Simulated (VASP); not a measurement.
# Ti2HC (R-3m) in VASP: settings compared

The runs below take Ti2HC through single point, relaxation of cell and atoms, with PBEsol+D3(BJ), LDA, PBEsol.

All numbers are computed with VASP 6.6.1; they aren't measurements. Logs are shortened: lines on timing, memory, paths and dates and some standing lists are left out, and cuts for length are marked.

## (1) The cell of the first run

It takes space group R-3m (No. 166, trigonal). The conventional cell has a = 3.035 Å, b = 3.035 Å, c = 14.082 Å, α = 90.00°, β = 90.00°, γ = 120.00°. Within 2.7 Å of Ti (site symmetry 3m) lie 3 C at 2.07 Å and 3 H at 2.15 Å. Within 2.8 Å of H (site symmetry -3m) lie 6 Ti at 2.15 Å. Within 2.7 Å of C (site symmetry -3m) lie 6 Ti at 2.07 Å.

## (2) Single point, PBEsol+D3(BJ)

The input, INCAR:

```
PREC = Accurate ; ENCUT = 520
EDIFF = 1E-6 ; ISMEAR = 0
SIGMA = 0.05 ; LREAL = F
LASPH = T ; NELM = 80
ALGO = Normal ; ISIF = 2
LWAVE = F ; LCHARG = F
GGA = PS ; IVDW = 12
NBANDS = 22
```

The input, KPOINTS:

```
regular mesh
0
Gamma
  9 9 9
```

The input, POSCAR:

```
Ti2HC
1.0
    1.5175150792      0.8761377395      4.6940432040
   -1.5175150792      0.8761377395      4.6940432040
    0.0000000000     -1.7522754789      4.6940432040
Ti H C
2 1 1
Direct
    0.7550030236      0.7550030236      0.7550030236
    0.2449969764      0.2449969764      0.2449969764
    0.0000000000      0.0000000000      0.0000000000
    0.5000000000      0.5000000000      0.5000000000
```

Potentials or basis: VASP PAW PBE potentials, release 64 (Ti_sv, H, C).

On the command line:

```console
cat potpaw_PBE.64/Ti_sv/POTCAR potpaw_PBE.64/H/POTCAR potpaw_PBE.64/C/POTCAR > POTCAR
mpirun -np 1 vasp_std > vasp.out
```

OUTCAR:

```text
PREC = Accurate
   ENCUT = 520
   EDIFF = 1E-6
   ISMEAR = 0
   LREAL = F
   LASPH = T
   NELM = 80
   ISIF = 2
   GGA = PS
   IVDW = 12
 IVDW          = 12

 ion  position               nearest neighbor table
   1  0.755  0.755  0.755-   4 2.07   4 2.07   4 2.07   2 2.82   2 2.82   2 2.82
   2  0.245  0.245  0.245-   4 2.07   4 2.07   4 2.07   1 2.82   1 2.82   1 2.82
   3  0.000  0.000  0.000-
   4  0.500  0.500  0.500-   2 2.07   1 2.07   2 2.07   2 2.07   1 2.07   1 2.07

  LATTYP: Found a trigonal (rhomboedric) cell.
 ALAT       =     5.0104401958
 COS(alpha) =     0.8165387870

  Lattice vectors:

 A1 = (   1.5175150792,   0.8761377395,   4.6940432040)
 A2 = (  -1.5175150792,   0.8761377395,   4.6940432040)
 A3 = (   0.0000000000,  -1.7522754789,   4.6940432040)

Analysis of symmetry for initial positions (statically):
=====================================================================
 Subroutine PRICEL returns:
 Original cell was already a primitive cell.

 Routine SETGRP: Setting up the symmetry group for a
 trigonal (rhombohedral) supercell.

 Subroutine GETGRP returns: Found 12 space group operations
 (whereof 12 operations were pure point group operations)
 out of a pool of 12 trial point group operations.

The static configuration has the point symmetry D_3d.

Analysis of symmetry for dynamics (positions and initial velocities):
=====================================================================
 Subroutine PRICEL returns:
 Original cell was already a primitive cell.

 Routine SETGRP: Setting up the symmetry group for a
 trigonal (rhombohedral) supercell.

 Subroutine GETGRP returns: Found 12 space group operations
 (whereof 12 operations were pure point group operations)
 out of a pool of 12 trial point group operations.

The dynamic configuration has the point symmetry D_3d.

 Subroutine INISYM returns: Found 12 space group operations
 (whereof 12 operations are pure point group operations),
 and found     1 'primitive' translations

----------------------------------------------------------------------------------------

                                     Primitive cell

  volume of cell :      37.4459

  direct lattice vectors                    reciprocal lattice vectors
     1.517515079  0.876137739  4.694043204     0.329486018  0.190228841  0.071011987
    -1.517515079  0.876137739  4.694043204    -0.329486018  0.190228841  0.071011987
[... 83 lines left out ...]
   ISPIN  =      1    spin polarized calculation?
   LNONCOLLINEAR =      F non collinear calculations
   LSORBIT =      F    spin-orbit coupling
   LASPH  =      T    aspherical Exc in radial PAW
   ENCUT  =  520.0 eV  38.22 Ry    6.18 a.u.   9.32  9.32  9.32*2*pi/ulx,y,z
   NELM   =     80;   NELMIN=  2; NELMDL= -5     # of ELM steps
   EDIFF  = 0.1E-05   stopping-criterion for ELM
   LREAL  =      F    real-space projection
[... 7 lines left out ...]
   TEBEG  =    0.0;   TEEND  =   0.0 temperature during run
   PSTRESS=    0.0 pullay stress
   NELECT =      29.0000    total number of electrons
   NUPDOWN=      -1.0000    fix difference up-down
   EMIN   =  10.00;   EMAX   =-10.00  energy-range for DOS
   EFERMI =   0.00;   METHOD = LEGACY
   ISMEAR =     0;   SIGMA  =   0.05  broadening in eV -4-tet -1-fermi 0-gaus
   EFERMI_NEDOS =   21; number of points for ismear=-14 and -15
   IALGO  =     38    algorithm
   IMIX   =      4    mixing-type and parameters
     AMIX     =   0.40;   BMIX     =  1.00
     AMIX_MAG =   1.60;   BMIX_MAG =  1.00
  volume/ion in A,a.u.               =       9.36        63.17
  Fermi-wavevector in a.u.,A,eV,Ry     =   1.503394  2.841003 30.751815  2.260195
  Thomas-Fermi vector in A             =   2.614510
   LORBIT       =      0    0 simple, 1 ext, 2 COOP (PROOUT), +10 PAW based schemes
   GGA     = PS    functional components
   LHFCALC =     F    Hartree Fock is set to
   AEXX    =    0.0000 exact exchange contribution
   IVDW    =    12    specifies the selected vdW correction
   LEPSILON=     F    determine dielectric tensor
   LRPA    =     F    only Hartree local field effects (RPA)
 non-spin polarized calculation
 Gauss-broadening in eV      SIGMA  =   0.05
  energy-cutoff  :      520.00
  volume of cell :       37.45
 maximum number of plane-waves:      1037
 NGX is ok and might be reduce to    40
   NGX = 19   NGY = 19   NGZ = 19

 number of electron      28.9999998 magnetization

 Free energy of the ion-electron system (eV)
  ---------------------------------------------------
  ext. energy  EPLUGINS =         0.00000000
  ---------------------------------------------------
  free energy    TOTEN  =       -32.67374413 eV

  energy without entropy =      -32.67078933  energy(sigma->0) =      -32.67226673

 E-fermi :   9.4936     XC(G=0): -12.5666

 val. band max:        9.4853937178   @ k =   0.4444   0.4444   0.2222
 cond. band min:       9.4961596919   @ k =   0.3333   0.3333   0.2222
 fundamental gap:      0.0107659741
 Fermi energy:         9.4935852503

 k-point     1 :       0.0000    0.0000    0.0000
  band No.  band energies     occupation
      1     -46.8947      2.00000
      2     -46.7553      2.00000
      3     -23.6501      2.00000
      4     -23.0688      2.00000
      5     -23.0688      2.00000
      6     -22.9703      2.00000
[... 589 lines left out ...]
     21      13.5161      0.00000
     22      14.2600      0.00000

 [... further k-points ...]

------------------------ aborting loop because EDIFF is reached ----------------------------------------

 Edisp (eV)   -1.57142

 E8    (eV) :    -1.0402

  FORCE on cell =-STRESS in cart. coord.  units (eV):
  Direction    XX          YY          ZZ          XY          YZ          ZX
  --------------------------------------------------------------------------------------
  -------------------------------------------------------------------------------------
  Total       0.03609     0.03609     0.01260     0.00000     0.00000     0.00000
  in kB       1.54399     1.54399     0.53911     0.00000     0.00000     0.00000
  external pressure =        1.21 kB  Pullay stress =        0.00 kB

 VOLUME and BASIS-vectors are now :
 -----------------------------------------------------------------------------
  energy-cutoff  :      520.00
  volume of cell :       37.45
      direct lattice vectors                 reciprocal lattice vectors
     1.517515079  0.876137739  4.694043204     0.329486018  0.190228841  0.071011987
    -1.517515079  0.876137739  4.694043204    -0.329486018  0.190228841  0.071011987
     0.000000000 -1.752275479  4.694043204     0.000000000 -0.380457682  0.071011987

 POSITION                                       TOTAL-FORCE (eV/Angst)
 -----------------------------------------------------------------------------------
      0.00000      0.00000     10.63205         0.000000     -0.000000     -0.020194
      0.00000      0.00000      3.45008         0.000000      0.000000      0.020194
      0.00000      0.00000      0.00000         0.000000     -0.000000     -0.000000
      0.00000      0.00000      7.04106        -0.000000     -0.000000      0.000000
 -----------------------------------------------------------------------------------
    total drift:                                0.000000      0.000000     -0.000000

  FREE ENERGIE OF THE ION-ELECTRON SYSTEM (eV)
  ---------------------------------------------------
  free  energy   TOTEN  =       -34.2451686970 eV

  energy  without entropy=      -34.2422139054  energy(sigma->0) =      -34.24369130
```

Wall time 3.9 min (1 thread of Oxide Virtual Turin-like, shared host); peak memory 0.24 GiB.

Results:

* Free energy: -34.2452 eV
* Pressure: 0.1 GPa
* Largest force: 0.020 eV/Å
* Band gap on the k mesh: zero (an odd number of electrons rules out a gap without spin polarisation)
* Dispersion energy per atom: -0.393 eV

Forces on the atoms (eV/Å):
```
Ti   0.000  0.000 -0.020
Ti   0.000  0.000  0.020
H    0.000  0.000  0.000
C    0.000  0.000  0.000
```

Stress tensor (GPa, compression positive):
```
0.15 0.00 0.00
0.00 0.15 0.00
0.00 0.00 0.05
```

Caveat: the PAW data sets were made with another functional, which shifts forces and pressure a little; an odd number of electrons without spin polarisation forces a metal; a magnetic or distorted state may lie lower.

## (3) Single point, LDA

This run uses another cell than the first one, of 9.47 Å³/atom.

The input, INCAR:

```
PREC     = Accurate       # precision mode
ENCUT    = 520            # plane-wave cutoff, eV
EDIFF    = 1E-6           # SCF threshold, eV
ISMEAR   = 0              # smearing method
SIGMA    = 0.05           # smearing width, eV
LREAL    = False          # projectors in reciprocal space
LASPH    = True           # aspherical terms in the spheres
NELM     = 80             # most SCF steps
ALGO     = Normal         # electronic algorithm
ISIF     = 2              # what is computed and relaxed
LWAVE    = False          # write WAVECAR
LCHARG   = False          # write CHGCAR
NBANDS   = 22             # bands
```

The input, KPOINTS:

```
Automatic mesh
0
Gamma
  9 9 9
```

The input, POSCAR:

```
Ti2HC
1.0
    1.5220535848      0.8787580469      4.7193170706
   -1.5220535848      0.8787580469      4.7193170706
    0.0000000000     -1.7575160938      4.7193170706
Ti H C
2 1 1
Direct
    0.7558179521      0.7558179521      0.7558179521
    0.2441820479      0.2441820479      0.2441820479
    0.0000000000      0.0000000000      0.0000000000
    0.5000000000      0.5000000000      0.5000000000
```

Potentials or basis: VASP PAW LDA potentials, release 64 (Ti_sv, H, C).

On the command line:

```console
cat potpaw_LDA.64/Ti_sv/POTCAR potpaw_LDA.64/H/POTCAR potpaw_LDA.64/C/POTCAR > POTCAR
mpirun -np 1 vasp_std > vasp.out
```

It took 4.1 min on 1 thread of Oxide Virtual Turin-like, shared host; peak memory 0.2 GiB.

The run converged. Its results:

| Item | Value |
| --- | --- |
| Free energy | -33.9133 eV |
| Pressure | 0.5 GPa |
| Largest force | 0.049 eV/Å |
| Band gap on the k mesh | zero (an odd number of electrons rules out a gap without spin polarisation) |

Forces on the atoms (eV/Å):
```
Ti   0.000  0.000 -0.049
Ti   0.000  0.000  0.049
H    0.000  0.000  0.000
C    0.000  0.000  0.000
```

Stress tensor (GPa, compression positive):
```
0.53 0.00 0.00
0.00 0.53 0.00
0.00 0.00 0.43
```

Levels at points of the mesh, in eV from the Fermi level:
```
           k point  band 12  band 13  band 14  band 15  band 16  band 17
(0.00, 0.00, 0.00)    -2.93    -2.93     0.28     0.28     1.00     1.89
```

Caveat: an odd number of electrons without spin polarisation forces a metal; a magnetic or distorted state may lie lower.

## (4) Single point, PBEsol

This run uses another cell than the first one, of 9.71 Å³/atom.

The input, INCAR:

```
PREC = Accurate
ENCUT = 520
EDIFF = 1E-6
ISMEAR = 0
SIGMA = 0.05
LREAL = False
LASPH = True
NELM = 80
ALGO = Normal
ISIF = 2
LWAVE = False
LCHARG = True
GGA = PS
LELF = True
LVHAR = True
NBANDS = 22
```

KPOINTS is that of step 3.

The input, POSCAR:

```
Ti2HC
1.0
    1.5342757469      0.8858145155      4.7631140004
   -1.5342757469      0.8858145155      4.7631140004
    0.0000000000     -1.7716290310      4.7631140004
Ti H C
2 1 1
Direct
    0.7560530811      0.7560530811      0.7560530811
    0.2439469189      0.2439469189      0.2439469189
    0.0000000000      0.0000000000      0.0000000000
    0.5000000000      0.5000000000      0.5000000000
```

Potentials or basis: VASP PAW PBE potentials, release 64 (Ti_sv, H, C).

On the command line:

```console
cat potpaw_PBE.64/Ti_sv/POTCAR potpaw_PBE.64/H/POTCAR potpaw_PBE.64/C/POTCAR > POTCAR
mpirun -np 1 vasp_std > vasp.out
```

Wall time 4 min (1 thread of Oxide Virtual Turin-like, shared host); peak memory 0.24 GiB.

Results (log left out):

* Free energy: -32.7041 eV
* Pressure: 0.1 GPa
* Largest force: 0.022 eV/Å
* Band gap on the k mesh: zero (an odd number of electrons rules out a gap without spin polarisation)

Forces in eV/Å, atoms in the order of the input:
```
Ti   0.000  0.000 -0.022
Ti   0.000  0.000  0.022
H    0.000  0.000  0.000
C    0.000  0.000  0.000
```

Levels at points of the mesh, in eV from the Fermi level:
| k point | band 12 | band 13 | band 14 | band 15 | band 16 | band 17 |
| --- | --- | --- | --- | --- | --- | --- |
| (0.00, 0.00, 0.00) | -2.89 | -2.89 | 0.29 | 0.29 | 0.98 | 1.85 |

Caveat: the PAW data sets were made with another functional, which shifts forces and pressure a little; an odd number of electrons without spin polarisation forces a metal; a magnetic or distorted state may lie lower.

## (5) Relaxation of cell and atoms, LDA

This run uses another cell than the first one, of 9.95 Å³/atom.

The input, INCAR:

```
SYSTEM = Ti2HC
ALGO = Normal
EDIFF = 1E-6
EDIFFG = -0.01
ENCUT = 600
GGA = CA
IBRION = 2
ISIF = 3
ISMEAR = 0
LASPH = .TRUE.
LCHARG = .FALSE.
LREAL = .FALSE.
LWAVE = .FALSE.
NELM = 100
NSW = 80
PREC = Accurate
SIGMA = 0.05
```

The input, KPOINTS:

```
k-points
0
G
  9 9 9
  0 0 0
```

The input, POSCAR:

```
Ti2HC
1.0
    1.5482797500      0.8938997300      4.7948803100
   -1.5482797500      0.8938997300      4.7948803100
    0.0000000000     -1.7877994600      4.7948803100
Ti H C
2 1 1
Direct
    0.7560540500      0.7560540500      0.7560540500
    0.2439459500      0.2439459500      0.2439459500
    0.0000000000      0.0000000000      0.0000000000
    0.5000000000      0.5000000000      0.5000000000
```

Potentials or basis: VASP PAW LDA potentials, release 64 (Ti_sv, H, C).

On the command line:

```console
cat potpaw_LDA.64/Ti_sv/POTCAR potpaw_LDA.64/H/POTCAR potpaw_LDA.64/C/POTCAR > POTCAR
mpirun -np 1 vasp_std > vasp.out
```

It took 17 min on 1 thread of Oxide Virtual Turin-like, shared host; peak memory 0.24 GiB.

Results (log left out):

| Quantity | Value |
| --- | --- |
| Free energy | -33.9162 eV |
| Relaxed volume | 9.48 Å³/atom |
| Relaxed cell | a = 5.040 Å, b = 5.040 Å, c = 5.040 Å, α = 35.16°, β = 35.16°, γ = 35.16° |
| Space group after relaxing (to 0.1 Å) | R-3m (No. 166) |
| Energy gained by relaxing | 13.9 meV/atom |
| Ionic steps | 6 |
| Pressure after relaxing | 0.1 GPa |
| Largest force after relaxing | 0.004 eV/Å |
| Band gap on the k mesh | zero (an odd number of electrons rules out a gap without spin polarisation) |

Forces on the atoms (eV/Å):
```
Ti   0.000  0.000  0.004
Ti   0.000  0.000 -0.004
H    0.000  0.000  0.000
C    0.000  0.000  0.000
```

Stress tensor (GPa, compression positive):
```
 0.16  0.00  0.00
 0.00  0.16  0.00
 0.00  0.00 -0.09
```

Step by step:
```csv
step,energy change (eV),largest force (eV/Å),pressure (GPa),volume (Å³)
1,0.0000,0.3748,-9.37,39.82
2,0.0135,1.0431,11.16,36.56
3,-0.0519,0.2393,-0.51,38.23
4,-0.0519,0.2529,-0.37,38.20
5,-0.0553,0.0576,-0.05,37.98
6,-0.0555,0.0036,0.07,37.91
```

Final structure:
```
CELL_PARAMETERS angstrom
1.52217 0.87883 4.72358
-1.52217 0.87883 4.72358
0.00000 -1.75765 4.72358
ATOMIC_POSITIONS crystal
Ti 0.75571 0.75571 0.75571
Ti 0.24429 0.24429 0.24429
H 0.00000 0.00000 0.00000
C 0.50000 0.50000 0.50000
```

Levels at points of the mesh, in eV from the Fermi level:
| k point | band 10 | band 11 | band 12 | band 13 | band 14 | band 15 | band 16 | band 17 | band 18 |
| --- | --- | --- | --- | --- | --- | --- | --- | --- | --- |
| (0.00, 0.00, 0.00) | -5.85 | -5.27 | -2.92 | -2.92 | 0.28 | 0.28 | 0.98 | 1.88 | 1.88 |

Caveat: an odd number of electrons without spin polarisation forces a metal; a magnetic or distorted state may lie lower.

## (6) Summary

```tsv
task	level	potentials or basis	cell	cutoff (eV)	gap on the mesh (eV)	pressure (GPa)	largest force (eV/Å)
single point	PBEsol+D3(BJ)	VASP PAW PBE potentials, release 64 (Ti_sv, H, C)	a = 5.010 Å, angles 35.3°, 4 atoms, atomic positions A	520	none	0.1	0.02
single point	LDA	VASP PAW LDA potentials, release 64 (Ti_sv, H, C)	a = 5.036 Å, angles 35.2°, 4 atoms, atomic positions B	520	none	0.5	0.05
single point	PBEsol	VASP PAW PBE potentials, release 64 (Ti_sv, H, C)	a = 5.082 Å, angles 35.1°, 4 atoms, atomic positions C	520	none	0.1	0.02
relaxation of cell and atoms	LDA	VASP PAW LDA potentials, release 64 (Ti_sv, H, C)	relaxed from a = 5.117 Å, angles 35.2°, 4 atoms, atomic positions C	600	none	0.1	-
```

Alike in all rows: no spin polarisation; k mesh 9 × 9 × 9; smearing gaussian 0.05 eV.

Caveats: an odd number of electrons without spin polarisation forces a metal; a magnetic or distorted state may lie lower; the PAW data sets were made with another functional, which shifts forces and pressure a little (at least some runs).

Absolute energies hang on the potentials; compare differences alone.
